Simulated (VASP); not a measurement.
# HgTe (I-4m2) in VASP: a series of runs, part 2 of 2

VASP 6.6.1. The steps go on from the part before.

## Step 3: Single point, r2SCAN

This run uses another cell than the first one, of 28.93 Å³/atom.

Input file POSCAR:

```
HgTe
1.0
   -3.0456030000      3.0456030000      1.5594100000
    3.0456030000     -3.0456030000      1.5594100000
    3.0456030000      3.0456030000     -1.5594100000
Hg Te
1 1
Direct
    0.7500000000      0.2500000000      0.5000000000
    0.0000000000      0.0000000000      0.0000000000
```

Input file INCAR.step1:

```
SYSTEM = HgTe
PREC = Accurate
ENCUT = 520
ISMEAR = -1
SIGMA = 0.05
LREAL = .FALSE.
LASPH = .TRUE.
NELM = 60
NBANDS = 16
GGA = PE
ALGO = Normal
EDIFF = 1E-4
LWAVE = .TRUE.
LCHARG = .FALSE.
```

Input file INCAR.step2:

```
SYSTEM = HgTe
PREC = Accurate
ENCUT = 520
EDIFF = 1E-6
ISMEAR = -1
SIGMA = 0.05
LREAL = .FALSE.
LASPH = .TRUE.
NELM = 60
ALGO = Normal
ISIF = 2
LWAVE = .FALSE.
LCHARG = .TRUE.
METAGGA = R2SCAN
LMIXTAU = .TRUE.
LELF = .TRUE.
LVHAR = .TRUE.
NBANDS = 16
ISTART = 1
```

Input file KPOINTS:

```
regular mesh
0
G
  10 10 10
  0 0 0
```

Potentials or basis: VASP PAW PBE potentials, release 64 (Hg, Te).

Launch:

```sh
cat potpaw_PBE.64/Hg/POTCAR potpaw_PBE.64/Te/POTCAR > POTCAR
cp INCAR.step1 INCAR
mpirun -np 1 vasp_std > vasp.out
cp INCAR.step2 INCAR
mpirun -np 1 vasp_std > vasp.out
```

OUTCAR:

```text
SYSTEM = HgTe
   PREC = Accurate
   ENCUT = 520
   EDIFF = 1E-6
   ISMEAR = -1
   LREAL = .FALSE.
   LASPH = .TRUE.
   NELM = 60
   ISIF = 2
   METAGGA = R2SCAN
   ISTART = 1

 ion  position               nearest neighbor table
   1  0.750  0.250  0.500-   2 3.14   2 3.14   2 3.14   2 3.14
   2  0.000  0.000  0.000-   1 3.14   1 3.14   1 3.14   1 3.14

  LATTYP: Found a body centered tetragonal cell.
 ALAT       =     6.0912060000
 C/A-ratio  =     0.5120201156

  Lattice vectors:

 A1 = (  -3.0456030000,   3.0456030000,   1.5594100000)
 A2 = (   3.0456030000,  -3.0456030000,   1.5594100000)
 A3 = (   3.0456030000,   3.0456030000,  -1.5594100000)

Analysis of symmetry for initial positions (statically):
=====================================================================
 Subroutine PRICEL returns:
 Original cell was already a primitive cell.

 Routine SETGRP: Setting up the symmetry group for a
 body centered tetragonal supercell.

 Subroutine GETGRP returns: Found  8 space group operations
 (whereof  8 operations were pure point group operations)
 out of a pool of 16 trial point group operations.

The static configuration has the point symmetry D_2d.

Analysis of symmetry for dynamics (positions and initial velocities):
=====================================================================
 Subroutine PRICEL returns:
 Original cell was already a primitive cell.

 Routine SETGRP: Setting up the symmetry group for a
 body centered tetragonal supercell.

 Subroutine GETGRP returns: Found  8 space group operations
 (whereof  8 operations were pure point group operations)
 out of a pool of 16 trial point group operations.

The dynamic configuration has the point symmetry D_2d.

 Subroutine INISYM returns: Found  8 space group operations
[... 106 lines left out ...]
   TEBEG  =    0.0;   TEEND  =   0.0 temperature during run
   PSTRESS=    0.0 pullay stress
   NELECT =      18.0000    total number of electrons
   NUPDOWN=      -1.0000    fix difference up-down
   EMIN   =  10.00;   EMAX   =-10.00  energy-range for DOS
   EFERMI =   0.00;   METHOD = LEGACY
   ISMEAR =    -1;   SIGMA  =   0.05  broadening in eV -4-tet -1-fermi 0-gaus
   EFERMI_NEDOS =   21; number of points for ismear=-14 and -15
   IALGO  =     38    algorithm
   IMIX   =      4    mixing-type and parameters
     AMIX     =   0.40;   BMIX     =  1.00
     AMIX_MAG =   1.60;   BMIX_MAG =  1.00
  volume/ion in A,a.u.               =      28.93       195.22
  Fermi-wavevector in a.u.,A,eV,Ry     =   1.109286  2.096246 16.742166  1.230515
  Thomas-Fermi vector in A             =   2.245823
   LORBIT       =      0    0 simple, 1 ext, 2 COOP (PROOUT), +10 PAW based schemes
   METAGGA = R2SCAN    functional components
   LHFCALC =     F    Hartree Fock is set to
   AEXX    =    0.0000 exact exchange contribution
   IVDW    =     0    specifies the selected vdW correction
   LEPSILON=     F    determine dielectric tensor
   LRPA    =     F    only Hartree local field effects (RPA)
 non-spin polarized calculation
  energy-cutoff  :      520.00
  volume of cell :       57.86
 maximum number of plane-waves:      1572
 NGX is ok and might be reduce to    36
   NGX = 17   NGY = 17   NGZ = 17

 number of electron      18.0000002 magnetization

 Free energy of the ion-electron system (eV)
  ---------------------------------------------------
  ext. energy  EPLUGINS =         0.00000000
  ---------------------------------------------------
  free energy    TOTEN  =       -74.71148538 eV

  energy without entropy =      -74.70160760  energy(sigma->0) =      -74.70654649

 E-fermi :   4.3078     XC(G=0): -10.3462

 val. band max:        4.3007129873   @ k =   0.5000   0.0000   0.0000
 cond. band min:       4.3388022838   @ k =  -0.4000   0.5000   0.1000
 fundamental gap:      0.0380892964
 Fermi energy:         4.3077533225

 k-point     1 :       0.0000    0.0000    0.0000
  band No.  band energies     occupation
      1      -8.6268      2.00000
      2      -3.5179      2.00000
      3      -2.7770      2.00000
      4      -2.7130      2.00000
      5      -2.3038      2.00000
      6      -2.3038      2.00000
[... 433 lines left out ...]
      3      -2.8406      2.00000
      4      -2.6338      2.00000
      5      -2.5484      2.00000
      6      -2.5415      2.00000
[... 8 lines left out ...]
     15      14.7451      0.00000
     16      15.9061      0.00000

 [... further k-points ...]
[... 5 lines left out ...]
  --------------------------------------------------------------------------------------
  -------------------------------------------------------------------------------------
  Total       -0.9193066     -0.9193066      0.7840170      0.0000000      0.0000000      0.0000000
  in kB      -25.4568158    -25.4568158     21.7104687      0.0000000      0.0000000      0.0000000
  external PRESSURE =      -9.7343876 kB  Pullay stress =       0.0000000 kB

 VOLUME and BASIS-vectors are now :
 -----------------------------------------------------------------------------
  energy-cutoff  :      520.00
  volume of cell :       57.86
      direct lattice vectors                 reciprocal lattice vectors
    -3.045603000  3.045603000  1.559410000     0.000000000  0.164171102  0.320634086
     3.045603000 -3.045603000  1.559410000     0.164171102  0.000000000  0.320634086
     3.045603000  3.045603000 -1.559410000     0.164171102  0.164171102  0.000000000

 POSITION                                       TOTAL-FORCE (eV/Angst)
 -----------------------------------------------------------------------------------
      0.00000      3.04560      0.77970        -0.000000     -0.000000      0.000000
      0.00000      0.00000      0.00000         0.000000      0.000000     -0.000000
 -----------------------------------------------------------------------------------
    total drift:                               -0.000000      0.000000     -0.000000

  FREE ENERGIE OF THE ION-ELECTRON SYSTEM (eV)
  ---------------------------------------------------
  free  energy   TOTEN  =       -74.7114853791 eV

  energy  without entropy=      -74.7016076000  energy(sigma->0) =      -74.70654649
```

It took 6.8 min on 1 thread of Intel Xeon 8259CL, shared host; peak memory 0.28 GiB.

What came out:

```yaml
Free_energy: -74.7115 eV
Pressure: -1.0 GPa
Band_gap_on_the_k_mesh: zero (bands 9 and 10 overlap by 3.50 eV)
```

Stress tensor (GPa, compression positive):
```
-2.55  0.00  0.00
 0.00 -2.55  0.00
 0.00  0.00  2.17
```

Levels at points of the mesh, in eV from the Fermi level:
```tsv
k point	band 6	band 7	band 8	band 9	band 10	band 11	band 12	band 13
(0.00, 0.00, 0.00)	-6.61	-3.43	-2.58	-2.58	3.70	4.96	7.33	7.33
(0.50, 0.00, 0.00)	-6.55	-4.79	-2.08	-1.21	-0.01	3.42	4.14	6.24
(0.50, 0.50, 0.00)	-6.56	-6.38	-1.02	1.55	2.32	3.06	3.70	9.28
(0.50, 0.50, 0.50)	-6.49	-4.49	-4.47	-4.47	3.35	7.74	8.58	8.58
```

Caveat: the PAW data sets were made with another functional, which shifts forces and pressure a little; spin-orbit coupling is left out, which moves the levels of the heavy elements.
